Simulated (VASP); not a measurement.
# Mg (Im-3m) in VASP: notebook

The runs below take Mg through single point, with PBEsol.

Program: VASP 6.6.1. These are calculated values, not measurements. Logs are shortened: lines on timing, memory, paths and dates and some standing lists are left out, and cuts for length are marked.

**1. The cell of the first run**

It takes space group Im-3m (No. 229, cubic). Conventional cell: a = 2.894 Å, b = 2.894 Å, c = 2.894 Å, α = 90.00°, β = 90.00°, γ = 90.00°. Mg (site symmetry m-3m) has 14 Mg at 2.51 to 2.89 Å within 3.3 Å.

This isn't the form of Mg at room conditions, which is hcp.

**2. Single point, PBEsol**

File INCAR:

```
SYSTEM = Mg
PREC = Accurate
ENCUT = 520
EDIFF = 1E-6
ISMEAR = 0
SIGMA = 0.1
LREAL = .FALSE.
LASPH = .TRUE.
NELM = 100
ALGO = Normal
ISIF = 2
LWAVE = .FALSE.
LCHARG = .TRUE.
GGA = PS
LELF = .TRUE.
LVHAR = .TRUE.
NBANDS = 7
```

File KPOINTS:

```
Automatic mesh
0
G
  20 20 20
  0 0 0
```

File POSCAR:

```
Mg
1.0
   -1.4467735339      1.4467735339      1.4467735339
    1.4467735339     -1.4467735339      1.4467735339
    1.4467735339      1.4467735339     -1.4467735339
Mg
1
Direct
    0.0000000000      0.0000000000      0.0000000000
```

Potentials or basis: VASP PAW PBE potentials, release 64 (Mg).

Launch:

```console
$ cat potpaw_PBE.64/Mg/POTCAR > POTCAR
$ mpirun -np 1 vasp_std > vasp.out
```

OUTCAR:

```text
SYSTEM = Mg
   PREC = Accurate
   ENCUT = 520
   EDIFF = 1E-6
   ISMEAR = 0
   LREAL = .FALSE.
   LASPH = .TRUE.
   NELM = 100
   ISIF = 2
   GGA = PS

 ion  position               nearest neighbor table
   1  0.000  0.000  0.000-

  LATTYP: Found a body centered cubic cell.
 ALAT       =     2.8935470678

  Lattice vectors:

 A1 = (  -1.4467735339,   1.4467735339,   1.4467735339)
 A2 = (   1.4467735339,  -1.4467735339,   1.4467735339)
 A3 = (   1.4467735339,   1.4467735339,  -1.4467735339)

Analysis of symmetry for initial positions (statically):
=====================================================================
 Subroutine PRICEL returns:
 Original cell was already a primitive cell.

 Routine SETGRP: Setting up the symmetry group for a
 body centered cubic supercell.

 Subroutine GETGRP returns: Found 48 space group operations
 (whereof 48 operations were pure point group operations)
 out of a pool of 48 trial point group operations.

The static configuration has the point symmetry O_h .

Analysis of symmetry for dynamics (positions and initial velocities):
=====================================================================
 Subroutine PRICEL returns:
 Original cell was already a primitive cell.

 Routine SETGRP: Setting up the symmetry group for a
 body centered cubic supercell.

 Subroutine GETGRP returns: Found 48 space group operations
 (whereof 48 operations were pure point group operations)
 out of a pool of 48 trial point group operations.

The dynamic configuration has the point symmetry O_h .

 Subroutine INISYM returns: Found 48 space group operations
 (whereof 48 operations are pure point group operations),
 and found     1 'primitive' translations

----------------------------------------------------------------------------------------

                                     Primitive cell

  volume of cell :      12.1133

  direct lattice vectors                    reciprocal lattice vectors
    -1.446773534  1.446773534  1.446773534     0.000000000  0.345596590  0.345596590
     1.446773534 -1.446773534  1.446773534     0.345596590  0.000000000  0.345596590
     1.446773534  1.446773534 -1.446773534     0.345596590  0.345596590  0.000000000

  length of vectors
     2.505885268  2.505885268  2.505885268     0.488747385  0.488747385  0.488747385

  position of ions in fractional coordinates (direct lattice)
     0.000000000  0.000000000  0.000000000

  ion indices of the primitive-cell ions
   primitive index   ion index
                 1           1

----------------------------------------------------------------------------------------

 KPOINTS: Automatic mesh

Automatic generation of k-mesh.
 Grid dimensions read from file:
 generate k-points for:   20   20   20

 Generating k-lattice:

  Cartesian coordinates                     Fractional coordinates (reciprocal lattice)
     0.000000000  0.017279830  0.017279830     0.050000000  0.000000000  0.000000000
     0.017279830  0.000000000  0.017279830     0.000000000  0.050000000  0.000000000
     0.017279830  0.017279830  0.000000000     0.000000000  0.000000000  0.050000000

  Length of vectors
     0.024437369  0.024437369  0.024437369

  Shift w.r.t. Gamma in fractional coordinates (k-lattice)
     0.000000000  0.000000000  0.000000000

 Subroutine IBZKPT returns following result:
 ===========================================

 Found    256 irreducible k-points:

 Following reciprocal coordinates:
            Coordinates               Weight
  0.000000  0.000000  0.000000      1.000000
  0.050000  0.000000  0.000000     12.000000
  0.100000  0.000000  0.000000     12.000000
  0.150000  0.000000  0.000000     12.000000
  0.200000  0.000000  0.000000     12.000000
  0.250000  0.000000  0.000000     12.000000
[... 16 lines left out ...]
  0.200000  0.100000 -0.000000     48.000000
  0.250000  0.100000 -0.000000     48.000000
 [... further k-points ...]
   k-points           NKPTS =    256   k-points in BZ     NKDIM =    256   number of bands    NBANDS=      7
   number of dos      NEDOS =    301   number of ions     NIONS =      1
   total plane-waves  NPLWV =   8000
   dimension x,y,z NGX =    20 NGY =   20 NGZ =   20
   dimension x,y,z NGXF=    40 NGYF=   40 NGZF=   40
   ions per type =               1
   NGX,Y,Z   is equivalent  to a cutoff of  13.27, 13.27, 13.27 a.u.
   NGXF,Y,Z  is equivalent  to a cutoff of  26.54, 26.54, 26.54 a.u.
 SYSTEM =  Mg
   PREC   = accura    normal or accurate (medium, high low for compatibility)
   ISTART =      0    job   : 0-new  1-cont  2-samecut
   ICHARG =      2    charge: 1-file 2-atom 10-const
   ISPIN  =      1    spin polarized calculation?
   LNONCOLLINEAR =      F non collinear calculations
   LSORBIT =      F    spin-orbit coupling
   LASPH  =      T    aspherical Exc in radial PAW
   ENCUT  =  520.0 eV  38.22 Ry    6.18 a.u.   4.66  4.66  4.66*2*pi/ulx,y,z
   NELM   =    100;   NELMIN=  2; NELMDL= -5     # of ELM steps
   EDIFF  = 0.1E-05   stopping-criterion for ELM
   LREAL  =      F    real-space projection
   EDIFFG = 0.1E-04   stopping-criterion for IOM
   NSW    =      0    number of steps for IOM
   IBRION =     -1    ionic relax: 0-MD 1-quasi-New 2-CG
   NFREE  =      0    steps in history (QN), initial steepest desc. (CG)
   ISIF   =      2    stress and relaxation
   ISYM   =      2    0-nonsym 1-usesym 2-fastsym
   POTIM  = 0.5000    time-step for ionic-motion
   TEBEG  =    0.0;   TEEND  =   0.0 temperature during run
   PSTRESS=    0.0 pullay stress
   NELECT =       2.0000    total number of electrons
   NUPDOWN=      -1.0000    fix difference up-down
   EMIN   =  10.00;   EMAX   =-10.00  energy-range for DOS
   EFERMI =   0.00;   METHOD = LEGACY
   ISMEAR =     0;   SIGMA  =   0.10  broadening in eV -4-tet -1-fermi 0-gaus
   EFERMI_NEDOS =   21; number of points for ismear=-14 and -15
   IALGO  =     38    algorithm
   IMIX   =      4    mixing-type and parameters
     AMIX     =   0.40;   BMIX     =  1.00
     AMIX_MAG =   1.60;   BMIX_MAG =  1.00
  volume/ion in A,a.u.               =      12.11        81.74
  Fermi-wavevector in a.u.,A,eV,Ry     =   0.898113  1.697187 10.974552  0.806607
  Thomas-Fermi vector in A             =   2.020782
   LORBIT       =      0    0 simple, 1 ext, 2 COOP (PROOUT), +10 PAW based schemes
   GGA     = PS    functional components
   LHFCALC =     F    Hartree Fock is set to
   AEXX    =    0.0000 exact exchange contribution
   IVDW    =     0    specifies the selected vdW correction
   LEPSILON=     F    determine dielectric tensor
   LRPA    =     F    only Hartree local field effects (RPA)
 non-spin polarized calculation
 Gauss-broadening in eV      SIGMA  =   0.10
  energy-cutoff  :      520.00
  volume of cell :       12.11
 maximum number of plane-waves:       342
   NGX =  9   NGY =  9   NGZ =  9

 number of electron       2.0000000 magnetization

 Free energy of the ion-electron system (eV)
  ---------------------------------------------------
  ext. energy  EPLUGINS =         0.00000000
  ---------------------------------------------------
  free energy    TOTEN  =        -0.20991214 eV

  energy without entropy =       -0.20900714  energy(sigma->0) =       -0.20945964

 E-fermi :   7.0556     XC(G=0): -10.8211

 val. band max:        7.0151250026   @ k =   0.3000   0.2500   0.1500
 cond. band min:       7.0863591406   @ k =  -0.3500  -0.3500   0.0500
 fundamental gap:      0.0712341380
 Fermi energy:         7.0556447172

 k-point     1 :       0.0000    0.0000    0.0000
  band No.  band energies     occupation
      1      -3.1462      2.00000
      2      24.9685      0.00000
      3      24.9685      0.00000
      4      24.9685      0.00000
      5      27.8392      0.00000
      6      27.8392      0.00000
      7      29.6899      0.00000

 k-point     2 :       0.0500    0.0000    0.0000
  band No.  band energies     occupation
      1      -3.0552      2.00000
      2      24.1296      0.00000
      3      24.4496      0.00000
      4      24.8826      0.00000
      5      26.8980      0.00000
      6      27.2154      0.00000
      7      30.3786      0.00000

 k-point     3 :       0.1000    0.0000    0.0000
  band No.  band energies     occupation
      1      -2.7830      2.00000
      2      21.9843      0.00000
      3      23.3812      0.00000
      4      24.6527      0.00000
      5      26.2174      0.00000
      6      26.5633      0.00000
      7      31.4694      0.00000

 k-point     4 :       0.1500    0.0000    0.0000
  band No.  band energies     occupation
      1      -2.3326      2.00000
      2      19.5629      0.00000
      3      22.2396      0.00000
      4      24.3404      0.00000
      5      25.2737      0.00000
      6      26.5359      0.00000
      7      32.2880      0.00000

 k-point     5 :       0.2000    0.0000    0.0000
  band No.  band energies     occupation
      1      -1.7091      2.00000
      2      17.1854      0.00000
      3      21.1819      0.00000
      4      24.0045      0.00000
      5      24.4484      0.00000
      6      26.5019      0.00000
      7      32.5636      0.00000
[... 161 lines left out ...]
 k-point    22 :       0.1500    0.1000    0.0000
  band No.  band energies     occupation
      1      -1.4442      2.00000
      2      17.1068      0.00000
      3      19.1080      0.00000
      4      23.5386      0.00000
      5      25.1540      0.00000
      6      27.7793      0.00000
      7      31.8290      0.00000

 k-point    23 :       0.2000    0.1000   -0.0000
  band No.  band energies     occupation
      1      -0.6582      2.00000
      2      14.9687      0.00000
      3      18.1858      0.00000
      4      23.0666      0.00000
      5      24.7668      0.00000
      6      27.9214      0.00000
      7      31.5635      0.00000

 k-point    24 :       0.2500    0.1000   -0.0000
  band No.  band energies     occupation
      1       0.2853      2.00000
      2      12.8920      0.00000
      3      17.4527      0.00000
      4      22.6376      0.00000
      5      24.3563      0.00000
      6      28.0047      0.00000
      7      31.5451      0.00000

 [... further k-points ...]

------------------------ aborting loop because EDIFF is reached ----------------------------------------

  FORCE on cell =-STRESS in cart. coord.  units (eV):
  Direction    XX          YY          ZZ          XY          YZ          ZX
  --------------------------------------------------------------------------------------
  -------------------------------------------------------------------------------------
  Total        5.8050235      5.8050235      5.8050235     -0.0000000     -0.0000000     -0.0000000
  in kB      767.8084784    767.8084784    767.8084784     -0.0000000     -0.0000000     -0.0000000
  external PRESSURE =     767.8084784 kB  Pullay stress =       0.0000000 kB

 VOLUME and BASIS-vectors are now :
 -----------------------------------------------------------------------------
  energy-cutoff  :      520.00
  volume of cell :       12.11
      direct lattice vectors                 reciprocal lattice vectors
    -1.446773534  1.446773534  1.446773534     0.000000000  0.345596590  0.345596590
     1.446773534 -1.446773534  1.446773534     0.345596590  0.000000000  0.345596590
     1.446773534  1.446773534 -1.446773534     0.345596590  0.345596590  0.000000000

 POSITION                                       TOTAL-FORCE (eV/Angst)
 -----------------------------------------------------------------------------------
      0.00000      0.00000      0.00000         0.000000     -0.000000      0.000000
 -----------------------------------------------------------------------------------
    total drift:                                0.000000      0.000000      0.000000

  FREE ENERGIE OF THE ION-ELECTRON SYSTEM (eV)
  ---------------------------------------------------
  free  energy   TOTEN  =        -0.2099121433 eV

  energy  without entropy=       -0.2090071357  energy(sigma->0) =       -0.20945964
```

Wall time 28 s (1 thread of Intel Xeon 8259CL, shared host); peak memory 0.14 GiB.

Results:

```
Free energy            : -0.2099 eV
Pressure               : 76.8 GPa
Band gap on the k mesh : zero (bands 1 and 2 overlap by 4.79 eV)
```

Levels at points of the mesh, in eV from the Fermi level:
```csv
k point,band 1,band 2,band 3,band 4,band 5,band 6
"(0.00, 0.00, 0.00)",-10.20,17.91,17.91,17.91,20.78,20.78
"(0.50, 0.00, 0.00)",-2.42,-0.97,11.06,15.17,15.84,18.22
"(0.50, 0.50, 0.50)",3.82,3.82,6.47,6.47,6.47,16.78
```

Caveat: the cell stands under pressure; the PAW data sets were made with another functional, which shifts forces and pressure a little.

**3. Single point, PBEsol**

This run uses another cell than the first one, of 13.52 Å³/atom.

File INCAR:

```
PREC = Accurate ; ENCUT = 520
EDIFF = 1E-6 ; ISMEAR = 0
SIGMA = 0.1 ; LREAL = F
LASPH = T ; NELM = 80
ALGO = Fast ; ISIF = 2
LWAVE = F ; LCHARG = F
GGA = PS ; NBANDS = 7
```

File KPOINTS:

```
regular mesh
0
Gamma
  20 20 20
```

File POSCAR:

```
Mg
1.0
   -1.5006674017      1.5006674017      1.5006674017
    1.5006674017     -1.5006674017      1.5006674017
    1.5006674017      1.5006674017     -1.5006674017
Mg
1
Direct
    0.0000000000      0.0000000000      0.0000000000
```

Potentials or basis: VASP PAW PBE potentials, release 64 (Mg).

Launch:

```console
$ cat potpaw_PBE.64/Mg/POTCAR > POTCAR
$ mpirun -np 1 vasp_std > vasp.out
```

Wall time 28 s (1 thread of Intel Xeon 8259CL, shared host); peak memory 0.14 GiB.

It converged, with:

| Property | Result |
| --- | --- |
| Free energy | -0.7624 eV |
| Pressure | 51.0 GPa |
| Band gap on the k mesh | zero (bands 1 and 2 overlap by 4.86 eV) |

Levels at points of the mesh, in eV from the Fermi level:
```
           k point  band 1  band 2  band 3  band 4
(0.00, 0.00, 0.00)   -9.61   16.95   16.95   16.95
(0.50, 0.00, 0.00)   -2.31   -0.96   10.60   14.17
(0.50, 0.50, 0.50)    3.90    3.90    5.87    5.87
```

Caveat: the cell stands under pressure; the PAW data sets were made with another functional, which shifts forces and pressure a little.

**4. Single point, PBEsol**

This run uses another cell than the first one, of 15.28 Å³/atom.

File INCAR:

```
ALGO = Fast
EDIFF = 1E-6
ENCUT = 520
GGA = PS
ISIF = 2
ISMEAR = 0
LASPH = T
LCHARG = T
LELF = T
LREAL = F
LVHAR = T
LWAVE = F
NBANDS = 7
NELM = 80
PREC = Accurate
SIGMA = 0.1
```

File KPOINTS:

```
k-points
0
Gamma
  20 20 20
```

File POSCAR:

```
Mg
1.0
   -1.5631337395      1.5631337395      1.5631337395
    1.5631337395     -1.5631337395      1.5631337395
    1.5631337395      1.5631337395     -1.5631337395
Mg
1
Direct
    0.0000000000      0.0000000000      0.0000000000
```

Launch:

```console
$ cat potpaw_PBE.64/Mg/POTCAR > POTCAR
$ mpirun -np 1 vasp_std > vasp.out
```

It took 32 s on 1 thread of Intel Xeon 8259CL, shared host; peak memory 0.14 GiB.

The run converged. Its results:

| Item | Value |
| --- | --- |
| Free energy | -1.2012 eV |
| Pressure | 30.5 GPa |
| Band gap on the k mesh | zero (bands 1 and 2 overlap by 4.90 eV) |

Levels at points of the mesh, in eV from the Fermi level:
```csv
k point,band 1,band 2,band 3,band 4,band 5,band 6
"(0.00, 0.00, 0.00)",-8.97,15.92,15.92,15.92,18.45,18.45
"(0.50, 0.00, 0.00)",-2.16,-0.96,10.09,13.01,13.12,15.39
"(0.50, 0.50, 0.50)",3.94,3.94,5.26,5.26,5.26,12.73
```

Caveat: the cell stands under pressure; the PAW data sets were made with another functional, which shifts forces and pressure a little.

**5. Single point, PBEsol**

This run uses another cell than the first one, of 18.13 Å³/atom.

File INCAR:

```
SYSTEM = Mg
ALGO = Normal ; EDIFF = 1E-6
ENCUT = 520 ; GGA = PS
ISIF = 2 ; ISMEAR = 0
LASPH = .TRUE. ; LCHARG = .FALSE.
LREAL = .FALSE. ; LWAVE = .FALSE.
NBANDS = 7 ; NELM = 60
PREC = Accurate ; SIGMA = 0.1
```

File KPOINTS:

```
k-points
0
G
  20 20 20
  0 0 0
```

File POSCAR:

```
Mg
1.0
   -1.6548767759      1.6548767759      1.6548767759
    1.6548767759     -1.6548767759      1.6548767759
    1.6548767759      1.6548767759     -1.6548767759
Mg
1
Direct
    0.0000000000      0.0000000000      0.0000000000
```

Potentials or basis: VASP PAW PBE potentials, release 64 (Mg).

Launch:

```console
$ cat potpaw_PBE.64/Mg/POTCAR > POTCAR
$ mpirun -np 1 vasp_std > vasp.out
```

OUTCAR:

```text
SYSTEM = Mg
   EDIFF = 1E-6
   ENCUT = 520
   GGA = PS
   ISIF = 2
   ISMEAR = 0
   LASPH = .TRUE.
   LREAL = .FALSE.
   NELM = 60
   PREC = Accurate

 ion  position               nearest neighbor table
   1  0.000  0.000  0.000-

  LATTYP: Found a body centered cubic cell.
 ALAT       =     3.3097535518

  Lattice vectors:

 A1 = (  -1.6548767759,   1.6548767759,   1.6548767759)
 A2 = (   1.6548767759,  -1.6548767759,   1.6548767759)
[... 418 lines left out ...]
      5      17.7931      0.00000
      6      20.2657      0.00000
      7      22.4611      0.00000

 [... further k-points ...]

------------------------ aborting loop because EDIFF is reached ----------------------------------------

  FORCE on cell =-STRESS in cart. coord.  units (eV):
  Direction    XX          YY          ZZ          XY          YZ          ZX
  --------------------------------------------------------------------------------------
  -------------------------------------------------------------------------------------
  Total        1.3703088      1.3703088      1.3703088      0.0000000     -0.0000000      0.0000000
  in kB      121.1077823    121.1077823    121.1077823      0.0000000     -0.0000000      0.0000000
  external PRESSURE =     121.1077823 kB  Pullay stress =       0.0000000 kB

 VOLUME and BASIS-vectors are now :
 -----------------------------------------------------------------------------
  energy-cutoff  :      520.00
  volume of cell :       18.13
      direct lattice vectors                 reciprocal lattice vectors
    -1.654876776  1.654876776  1.654876776     0.000000000  0.302137299  0.302137299
     1.654876776 -1.654876776  1.654876776     0.302137299  0.000000000  0.302137299
     1.654876776  1.654876776 -1.654876776     0.302137299  0.302137299  0.000000000

 POSITION                                       TOTAL-FORCE (eV/Angst)
 -----------------------------------------------------------------------------------
      0.00000      0.00000      0.00000        -0.000000     -0.000000     -0.000000
 -----------------------------------------------------------------------------------
    total drift:                                0.000000      0.000000      0.000000

  FREE ENERGIE OF THE ION-ELECTRON SYSTEM (eV)
  ---------------------------------------------------
  free  energy   TOTEN  =        -1.5611186874 eV

  energy  without entropy=       -1.5598768290  energy(sigma->0) =       -1.56049776
```

It took 28 s on 1 thread of Intel Xeon 8259CL, shared host; peak memory 0.16 GiB.

What came out:

- Free energy: -1.5611 eV
- Pressure: 12.1 GPa
- Band gap on the k mesh: zero (bands 1 and 2 overlap by 4.92 eV)

Caveat: the cell stands under pressure; the PAW data sets were made with another functional, which shifts forces and pressure a little.

**6. Overview**

```tsv
cell	gap on the mesh (eV)	pressure (GPa)
a = 2.506 Å, angles 109.5°, 1 atom	none	76.8
a = 2.599 Å, angles 109.5°, 1 atom	none	51.0
a = 2.707 Å, angles 109.5°, 1 atom	none	30.5
a = 2.866 Å, angles 109.5°, 1 atom	none	12.1
```

Alike in all rows: task single point; level PBEsol; potentials or basis VASP PAW PBE potentials, release 64 (Mg); no spin polarisation; k mesh 20 × 20 × 20; cutoff (eV) 520; smearing gaussian 0.1 eV.

Caveats: the cell stands under pressure; the PAW data sets were made with another functional, which shifts forces and pressure a little.

Total energies depend on the potentials used, so only differences within one code and one set of settings carry meaning.
